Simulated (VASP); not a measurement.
# AlNi (Pm-3m) in VASP: notebook, part 2 of 3

VASP 6.6.1. Earlier steps stand in the parts before.

## Step 3: Single point, PBE, collinear spin, ferromagnetic start (11.24 Å³/atom)

This run uses another cell than the first one, of 11.24 Å³/atom.

File INCAR:

```
PREC     = Accurate       # precision mode
ENCUT    = 520            # plane-wave cutoff, eV
EDIFF    = 1E-6           # SCF threshold, eV
ISMEAR   = -1             # smearing method
SIGMA    = 0.05           # smearing width, eV
LREAL    = F              # projectors in reciprocal space
LASPH    = T              # aspherical terms in the spheres
NELM     = 150            # most SCF steps
ALGO     = Normal         # electronic algorithm
ISIF     = 2              # what is computed and relaxed
LWAVE    = F              # write WAVECAR
LCHARG   = F              # write CHGCAR
ISPIN    = 2              # spin polarisation
MAGMOM   = 0 1.5          # initial moments
LORBIT   = 11             # projections on sites
LMAXMIX  = 4              # l up to which the mixer works
GGA      = PE             # functional
NBANDS   = 18             # bands
```

File KPOINTS:

```
regular mesh
0
Gamma
  16 16 16
```

File POSCAR:

```
AlNi
1.0
    2.8221875792      0.0000000000      0.0000000000
    0.0000000000      2.8221875792      0.0000000000
    0.0000000000      0.0000000000      2.8221875792
Al Ni
1 1
Direct
    0.0000000000      0.0000000000      0.0000000000
    0.5000000000      0.5000000000      0.5000000000
```

Potentials or basis: VASP PAW PBE potentials, release 64 (Al, Ni).

On the command line:

```console
cat potpaw_PBE.64/Al/POTCAR potpaw_PBE.64/Ni/POTCAR > POTCAR
mpirun -np 1 vasp_std > vasp.out
```

OUTCAR:

```text
PREC = Accurate
   ENCUT = 520
   EDIFF = 1E-6
   ISMEAR = -1
   LREAL = F
   LASPH = T
   NELM = 150
   ISIF = 2
   ISPIN = 2
   LORBIT = 11
   GGA = PE

 ion  position               nearest neighbor table
   1  0.000  0.000  0.000-   2 2.44   2 2.44   2 2.44   2 2.44   2 2.44   2 2.44   2 2.44   2 2.44

   2  0.500  0.500  0.500-   1 2.44   1 2.44   1 2.44   1 2.44   1 2.44   1 2.44   1 2.44   1 2.44

  LATTYP: Found a simple cubic cell.
 ALAT       =     2.8221875792

  Lattice vectors:

 A1 = (   2.8221875792,   0.0000000000,   0.0000000000)
 A2 = (   0.0000000000,   2.8221875792,   0.0000000000)
 A3 = (   0.0000000000,   0.0000000000,   2.8221875792)

Analysis of symmetry for initial positions (statically):
=====================================================================
 Subroutine PRICEL returns:
 Original cell was already a primitive cell.

 Routine SETGRP: Setting up the symmetry group for a
 simple cubic supercell.

 Subroutine GETGRP returns: Found 48 space group operations
 (whereof 48 operations were pure point group operations)
 out of a pool of 48 trial point group operations.

The static configuration has the point symmetry O_h .

Analysis of symmetry for dynamics (positions and initial velocities):
=====================================================================
 Subroutine PRICEL returns:
 Original cell was already a primitive cell.

 Routine SETGRP: Setting up the symmetry group for a
 simple cubic supercell.

 Subroutine GETGRP returns: Found 48 space group operations
 (whereof 48 operations were pure point group operations)
 out of a pool of 48 trial point group operations.

The dynamic configuration has the point symmetry O_h .

Analysis of structural, dynamic, and magnetic symmetry:
=====================================================================
 Subroutine PRICEL returns:
 Original cell was already a primitive cell.

 Routine SETGRP: Setting up the symmetry group for a
 simple cubic supercell.

 Subroutine GETGRP returns: Found 48 space group operations
 (whereof 48 operations were pure point group operations)
 out of a pool of 48 trial point group operations.

The overall configuration has the point symmetry O_h .

 Subroutine INISYM returns: Found 48 space group operations
 (whereof 48 operations are pure point group operations),
 and found     1 'primitive' translations

----------------------------------------------------------------------------------------

                                     Primitive cell

  volume of cell :      22.4780

  direct lattice vectors                    reciprocal lattice vectors
     2.822187579  0.000000000  0.000000000     0.354335058  0.000000000  0.000000000
     0.000000000  2.822187579  0.000000000     0.000000000  0.354335058  0.000000000
     0.000000000  0.000000000  2.822187579     0.000000000  0.000000000  0.354335058

  length of vectors
     2.822187579  2.822187579  2.822187579     0.354335058  0.354335058  0.354335058

  position of ions in fractional coordinates (direct lattice)
     0.000000000  0.000000000  0.000000000
     0.500000000  0.500000000  0.500000000

[... 67 lines left out ...]
   PREC   = accura    normal or accurate (medium, high low for compatibility)
   ISTART =      0    job   : 0-new  1-cont  2-samecut
   ICHARG =      2    charge: 1-file 2-atom 10-const
   ISPIN  =      2    spin polarized calculation?
   LNONCOLLINEAR =      F non collinear calculations
   LSORBIT =      F    spin-orbit coupling
   LASPH  =      T    aspherical Exc in radial PAW
   ENCUT  =  520.0 eV  38.22 Ry    6.18 a.u.   5.25  5.25  5.25*2*pi/ulx,y,z
   NELM   =    150;   NELMIN=  2; NELMDL= -5     # of ELM steps
   EDIFF  = 0.1E-05   stopping-criterion for ELM
   LREAL  =      F    real-space projection
   EDIFFG = 0.1E-04   stopping-criterion for IOM
   NSW    =      0    number of steps for IOM
   IBRION =     -1    ionic relax: 0-MD 1-quasi-New 2-CG
   NFREE  =      0    steps in history (QN), initial steepest desc. (CG)
   ISIF   =      2    stress and relaxation
   ISYM   =      2    0-nonsym 1-usesym 2-fastsym
   POTIM  = 0.5000    time-step for ionic-motion
   TEBEG  =    0.0;   TEEND  =   0.0 temperature during run
   PSTRESS=    0.0 pullay stress
   NELECT =      13.0000    total number of electrons
   NUPDOWN=      -1.0000    fix difference up-down
   EMIN   =  10.00;   EMAX   =-10.00  energy-range for DOS
   EFERMI =   0.00;   METHOD = LEGACY
   ISMEAR =    -1;   SIGMA  =   0.05  broadening in eV -4-tet -1-fermi 0-gaus
   EFERMI_NEDOS =   21; number of points for ismear=-14 and -15
   IALGO  =     38    algorithm
   IMIX   =      4    mixing-type and parameters
     AMIX     =   0.40;   BMIX     =  1.00
     AMIX_MAG =   1.60;   BMIX_MAG =  1.00
  volume/ion in A,a.u.               =      11.24        75.84
  Fermi-wavevector in a.u.,A,eV,Ry     =   1.363966  2.577521 25.312307  1.860402
  Thomas-Fermi vector in A             =   2.490323
   LORBIT       =     11    0 simple, 1 ext, 2 COOP (PROOUT), +10 PAW based schemes
   GGA     = PE    functional components
   LHFCALC =     F    Hartree Fock is set to
   AEXX    =    0.0000 exact exchange contribution
   IVDW    =     0    specifies the selected vdW correction
   LEPSILON=     F    determine dielectric tensor
   LRPA    =     F    only Hartree local field effects (RPA)
 spin polarized calculation
  energy-cutoff  :      520.00
  volume of cell :       22.48
 maximum number of plane-waves:       624
 NGX is ok and might be reduce to    24
   NGX = 11   NGY = 11   NGZ = 11

 number of electron      12.9999990 magnetization      -0.0004917

 number of electron      12.9999990 magnetization       0.0004038

 Free energy of the ion-electron system (eV)
  ---------------------------------------------------
  ext. energy  EPLUGINS =         0.00000000
  ---------------------------------------------------
  free energy    TOTEN  =       -10.47190845 eV

  energy without entropy =      -10.46578788  energy(sigma->0) =      -10.46884816

 E-fermi :  10.8672     XC(G=0): -12.3490

 val. band max:       10.8561286563   @ k =   0.5000   0.4375   0.3125
 cond. band min:      10.8717638731   @ k =   0.3750   0.3125   0.1250
 fundamental gap:      0.0156352168
 Fermi energy:        10.8671955911

 spin component 1

 k-point     1 :       0.0000    0.0000    0.0000
  band No.  band energies     occupation
      1      -0.7309      1.00000
      2       7.3336      1.00000
      3       7.3336      1.00000
      4       9.1962      1.00000
      5       9.1962      1.00000
      6       9.1962      1.00000
[... 493 lines left out ...]
     17      35.4116      0.00000
     18      37.9803      0.00000

 [... further k-points ...]

 spin component 2

 k-point     1 :       0.0000    0.0000    0.0000
  band No.  band energies     occupation
      1      -0.7310      1.00000
      2       7.3338      1.00000
      3       7.3338      1.00000
      4       9.1963      1.00000
      5       9.1963      1.00000
      6       9.1963      1.00000
[... 493 lines left out ...]
     17      35.4116      0.00000
     18      37.9803      0.00000

 [... further k-points ...]

------------------------ aborting loop because EDIFF is reached ----------------------------------------

  FORCE on cell =-STRESS in cart. coord.  units (eV):
  Direction    XX          YY          ZZ          XY          YZ          ZX
  --------------------------------------------------------------------------------------
  -------------------------------------------------------------------------------------
  Total        1.9417708      1.9417708      1.9417708      0.0000000     -0.0000000      0.0000000
  in kB      138.4047275    138.4047275    138.4047275      0.0000000     -0.0000000      0.0000000
  external PRESSURE =     138.4047275 kB  Pullay stress =       0.0000000 kB

 VOLUME and BASIS-vectors are now :
 -----------------------------------------------------------------------------
  energy-cutoff  :      520.00
  volume of cell :       22.48
      direct lattice vectors                 reciprocal lattice vectors
     2.822187579  0.000000000  0.000000000     0.354335058  0.000000000  0.000000000
     0.000000000  2.822187579  0.000000000     0.000000000  0.354335058  0.000000000
     0.000000000  0.000000000  2.822187579     0.000000000  0.000000000  0.354335058

 POSITION                                       TOTAL-FORCE (eV/Angst)
 -----------------------------------------------------------------------------------
      0.00000      0.00000      0.00000         0.000000      0.000000      0.000000
      1.41109      1.41109      1.41109         0.000000      0.000000      0.000000
 -----------------------------------------------------------------------------------
    total drift:                                0.000000      0.000000     -0.000000

  FREE ENERGIE OF THE ION-ELECTRON SYSTEM (eV)
  ---------------------------------------------------
  free  energy   TOTEN  =       -10.4719084455 eV

  energy  without entropy=      -10.4657878763  energy(sigma->0) =      -10.46884816

 total charge

# of ion       s       p       d       tot
------------------------------------------
    1        0.391   0.442   0.000   0.833
    2        0.501   0.572   8.506   9.579
--------------------------------------------------
tot          0.892   1.014   8.506  10.412

 magnetization (x)

# of ion       s       p       d       tot
------------------------------------------
    1        0.000   0.000   0.000   0.000
    2       -0.000  -0.000   0.000   0.000
--------------------------------------------------
tot          0.000  -0.000   0.000   0.000
```

Run time: 42 s. Hardware: 1 thread of Intel Xeon 6975P-C (Granite Rapids), shared host; peak memory 0.22 GiB.

What came out:

- Free energy: -10.4719 eV
- Pressure: 13.8 GPa
- Net moment: 0.00 μB per cell
- Valence electrons inside the program's atomic spheres: Al 0.83; Ni 9.58

Levels at points of the mesh, in eV from the Fermi level:
Spin up:
| k point | band 5 | band 6 | band 7 | band 8 | band 9 | band 10 |
| --- | --- | --- | --- | --- | --- | --- |
| (0.00, 0.00, 0.00) | -1.67 | -1.67 | 5.77 | 5.77 | 5.77 | 8.33 |
| (0.50, 0.00, 0.00) | -2.43 | -1.57 | -0.68 | 8.35 | 10.33 | 10.33 |
| (0.50, 0.50, 0.00) | -2.26 | -2.26 | -1.09 | 1.60 | 2.77 | 12.98 |
| (0.50, 0.50, 0.50) | -1.06 | 1.95 | 1.95 | 1.95 | 4.25 | 4.72 |
Spin down:
| k point | band 5 | band 6 | band 7 | band 8 | band 9 | band 10 |
| --- | --- | --- | --- | --- | --- | --- |
| (0.00, 0.00, 0.00) | -1.67 | -1.67 | 5.77 | 5.77 | 5.77 | 8.33 |
| (0.50, 0.00, 0.00) | -2.43 | -1.57 | -0.68 | 8.35 | 10.33 | 10.33 |
| (0.50, 0.50, 0.00) | -2.26 | -2.26 | -1.09 | 1.60 | 2.77 | 12.98 |
| (0.50, 0.50, 0.50) | -1.06 | 1.95 | 1.95 | 1.95 | 4.25 | 4.72 |

Caveat: the cell stands under pressure.

## Step 4: Single point, PBE, collinear spin, ferromagnetic start (11.48 Å³/atom)

File INCAR:

```
SYSTEM = AlNi
ALGO = Normal ; EDIFF = 1E-6
ENCUT = 520 ; GGA = PE
ISIF = 2 ; ISMEAR = -1
ISPIN = 2 ; LASPH = .True.
LCHARG = .False. ; LMAXMIX = 4
LORBIT = 11 ; LREAL = .False.
LWAVE = .False. ; MAGMOM = 0 1.5
NBANDS = 18 ; NELM = 150
PREC = Accurate ; SIGMA = 0.05
```

File KPOINTS:

```
k-points
0
Gamma
  16 16 16
  0 0 0
```

File POSCAR:

```
AlNi
1.0
    2.8420627945      0.0000000000      0.0000000000
    0.0000000000      2.8420627945      0.0000000000
    0.0000000000      0.0000000000      2.8420627945
Al Ni
1 1
Direct
    0.0000000000      0.0000000000      0.0000000000
    0.5000000000      0.5000000000      0.5000000000
```

On the command line:

```console
cat potpaw_PBE.64/Al/POTCAR potpaw_PBE.64/Ni/POTCAR > POTCAR
mpirun -np 1 vasp_std > vasp.out
```

Wall time 47 s (1 thread of Intel Xeon 6975P-C (Granite Rapids), shared host); peak memory 0.23 GiB.

Results (log left out):

| Item | Value |
| --- | --- |
| Free energy | -10.5068 eV |
| Pressure | 9.5 GPa |
| Net moment | 0.00 μB per cell |
| Valence electrons inside the program's atomic spheres | Al 0.82; Ni 9.54 |

Levels at points of the mesh, in eV from the Fermi level:
Spin up:
```csv
k point,band 3,band 4,band 5,band 6,band 7,band 8,band 9,band 10,band 11,band 12
"(0.00, 0.00, 0.00)",-3.43,-1.63,-1.63,-1.63,5.68,5.68,5.68,8.26,8.26,14.49
"(0.50, 0.00, 0.00)",-2.92,-2.37,-2.37,-1.53,-0.67,8.32,10.22,10.22,11.29,11.29
"(0.50, 0.50, 0.00)",-3.00,-3.00,-2.19,-2.19,-1.07,1.56,2.67,12.73,15.46,15.46
"(0.50, 0.50, 0.50)",-4.30,-1.03,-1.03,1.97,1.97,1.97,4.06,4.62,4.62,4.62
```
Spin down:
```
           k point  band 5  band 6  band 7  band 8  band 9  band 10
(0.00, 0.00, 0.00)   -1.63   -1.63    5.68    5.68    5.68     8.26
(0.50, 0.00, 0.00)   -2.37   -1.53   -0.67    8.32   10.22    10.22
(0.50, 0.50, 0.00)   -2.19   -2.19   -1.07    1.56    2.67    12.73
(0.50, 0.50, 0.50)   -1.03    1.97    1.97    1.97    4.06     4.62
```

Caveat: the cell stands under pressure.

## Step 5: Single point, PBE, collinear spin, ferromagnetic start (11.72 Å³/atom)

This run uses another cell than the first one, of 11.72 Å³/atom.

File INCAR:

```
  PREC = Accurate
  ENCUT = 520
  EDIFF = 1E-6
  ISMEAR = -1
  SIGMA = 0.05
  LREAL = False
  LASPH = True
  NELM = 150
  ALGO = Normal
  ISIF = 2
  LWAVE = False
  LCHARG = True
  ISPIN = 2
  MAGMOM = 0 1.5
  LORBIT = 11
  LMAXMIX = 4
  GGA = PE
  LELF = True
  LVHAR = True
  NBANDS = 18
```

File KPOINTS:

```
regular mesh
0
Gamma
  16 16 16
```

File POSCAR:

```
AlNi
1.0
    2.8616638469      0.0000000000      0.0000000000
    0.0000000000      2.8616638469      0.0000000000
    0.0000000000      0.0000000000      2.8616638469
Al Ni
1 1
Direct
    0.0000000000      0.0000000000      0.0000000000
    0.5000000000      0.5000000000      0.5000000000
```

Potentials or basis: VASP PAW PBE potentials, release 64 (Al, Ni).

On the command line:

```console
cat potpaw_PBE.64/Al/POTCAR potpaw_PBE.64/Ni/POTCAR > POTCAR
mpirun -np 1 vasp_std > vasp.out
```

OUTCAR:

```text
PREC = Accurate
   ENCUT = 520
   EDIFF = 1E-6
   ISMEAR = -1
   LREAL = False
   LASPH = True
   NELM = 150
   ISIF = 2
   ISPIN = 2
   LORBIT = 11
   GGA = PE

 ion  position               nearest neighbor table
   1  0.000  0.000  0.000-   2 2.48   2 2.48   2 2.48   2 2.48   2 2.48   2 2.48   2 2.48   2 2.48

   2  0.500  0.500  0.500-   1 2.48   1 2.48   1 2.48   1 2.48   1 2.48   1 2.48   1 2.48   1 2.48

  LATTYP: Found a simple cubic cell.
 ALAT       =     2.8616638469

  Lattice vectors:

[... 1225 lines left out ...]
  external PRESSURE =      55.7409927 kB  Pullay stress =       0.0000000 kB

 VOLUME and BASIS-vectors are now :
 -----------------------------------------------------------------------------
  energy-cutoff  :      520.00
  volume of cell :       23.43
      direct lattice vectors                 reciprocal lattice vectors
     2.861663847  0.000000000  0.000000000     0.349447054  0.000000000  0.000000000
     0.000000000  2.861663847  0.000000000     0.000000000  0.349447054  0.000000000
     0.000000000  0.000000000  2.861663847     0.000000000  0.000000000  0.349447054

 POSITION                                       TOTAL-FORCE (eV/Angst)
 -----------------------------------------------------------------------------------
      0.00000      0.00000      0.00000         0.000000      0.000000      0.000000
      1.43083      1.43083      1.43083         0.000000      0.000000      0.000000
 -----------------------------------------------------------------------------------
    total drift:                                0.000000      0.000000     -0.000000

  FREE ENERGIE OF THE ION-ELECTRON SYSTEM (eV)
  ---------------------------------------------------
  free  energy   TOTEN  =       -10.5292338686 eV

  energy  without entropy=      -10.5228818584  energy(sigma->0) =      -10.52605786

 total charge

# of ion       s       p       d       tot
------------------------------------------
    1        0.386   0.423   0.000   0.809
    2        0.483   0.533   8.485   9.501
--------------------------------------------------
tot          0.869   0.956   8.485  10.310

 magnetization (x)

# of ion       s       p       d       tot
------------------------------------------
    1        0.000   0.000   0.000   0.000
    2       -0.000  -0.000   0.000   0.000
--------------------------------------------------
tot          0.000  -0.000   0.000   0.000
```

OSZICAR:

```text
N       E                     dE             d eps       ncg     rms          rms(c)
DAV:   1     0.465286512853E+02    0.46529E+02   -0.49685E+03 12096   0.761E+02
DAV:   2    -0.911423412762E+01   -0.55643E+02   -0.49048E+02 13090   0.164E+02
DAV:   3    -0.118132672069E+02   -0.26990E+01   -0.26475E+01 14194   0.371E+01
DAV:   4    -0.118481598261E+02   -0.34893E-01   -0.34860E-01 13794   0.375E+00
DAV:   5    -0.118489254746E+02   -0.76565E-03   -0.76558E-03 13896   0.599E-01    0.133E+01
DAV:   6    -0.141668909715E+02   -0.23180E+01   -0.42444E+01 13666   0.780E+01    0.171E+01
DAV:   7    -0.105501684203E+02    0.36167E+01   -0.13003E+01 13682   0.456E+01    0.180E+00
DAV:   8    -0.105421656871E+02    0.80027E-02   -0.35232E-01 15320   0.567E+00    0.110E+00
DAV:   9    -0.105289057073E+02    0.13260E-01   -0.38007E-02 14490   0.181E+00    0.639E-01
DAV:  10    -0.105292550828E+02   -0.34938E-03   -0.15045E-03 16128   0.359E-01    0.205E-01
DAV:  11    -0.105291499509E+02    0.10513E-03   -0.16519E-03 15814   0.349E-01    0.101E-01
DAV:  12    -0.105292385292E+02   -0.88578E-04   -0.23640E-04 14750   0.143E-01    0.401E-02
DAV:  13    -0.105292342319E+02    0.42973E-05   -0.17216E-05 15934   0.460E-02    0.118E-02
DAV:  14    -0.105292338686E+02    0.36336E-06   -0.10327E-06  7708   0.986E-03
   1 F= -.10529234E+02 E0= -.10526058E+02  d E =-.635201E-02  mag=     0.0000
```

stdout:

```text
POSCAR found type information on POSCAR AlNi
 POSCAR found :  2 types and       2 ions
 scaLAPACK will be used
 LDA part: xc-table for (Slater+PW92), standard interpolation
 POSCAR, INCAR and KPOINTS ok, starting setup
 FFT: planning ... GRIDC
 FFT: planning ... GRID_SOFT
 FFT: planning ... GRID
 WAVECAR not read
 entering main loop
```

Wall time 50 s (1 thread of Intel Xeon 6975P-C (Granite Rapids), shared host); peak memory 0.23 GiB.

Results:

| Property | Result |
| --- | --- |
| Free energy | -10.5292 eV |
| Pressure | 5.6 GPa |
| Net moment | 0.00 μB per cell |
| Valence electrons inside the program's atomic spheres | Al 0.81; Ni 9.50 |

Levels at points of the mesh, in eV from the Fermi level:
Spin up:
| k point | band 5 | band 6 | band 7 | band 8 | band 9 | band 10 |
| --- | --- | --- | --- | --- | --- | --- |
| (0.00, 0.00, 0.00) | -1.58 | -1.58 | 5.58 | 5.58 | 5.58 | 8.19 |
| (0.50, 0.00, 0.00) | -2.31 | -1.49 | -0.66 | 8.30 | 10.12 | 10.12 |
| (0.50, 0.50, 0.00) | -2.13 | -2.13 | -1.04 | 1.52 | 2.56 | 12.50 |
| (0.50, 0.50, 0.50) | -1.01 | 1.99 | 1.99 | 1.99 | 3.87 | 4.53 |
Spin down:
```
           k point  band 4  band 5  band 6  band 7  band 8  band 9  band 10  band 11
(0.00, 0.00, 0.00)   -1.58   -1.58   -1.58    5.58    5.58    5.58     8.19     8.19
(0.50, 0.00, 0.00)   -2.31   -2.31   -1.49   -0.66    8.30   10.12    10.12    11.08
(0.50, 0.50, 0.00)   -2.94   -2.13   -2.13   -1.04    1.52    2.56    12.50    15.29
(0.50, 0.50, 0.50)   -1.01   -1.01    1.99    1.99    1.99    3.87     4.53     4.53
```

Caveat: the cell stands under pressure.

(Part 2 of 3 ends here.)
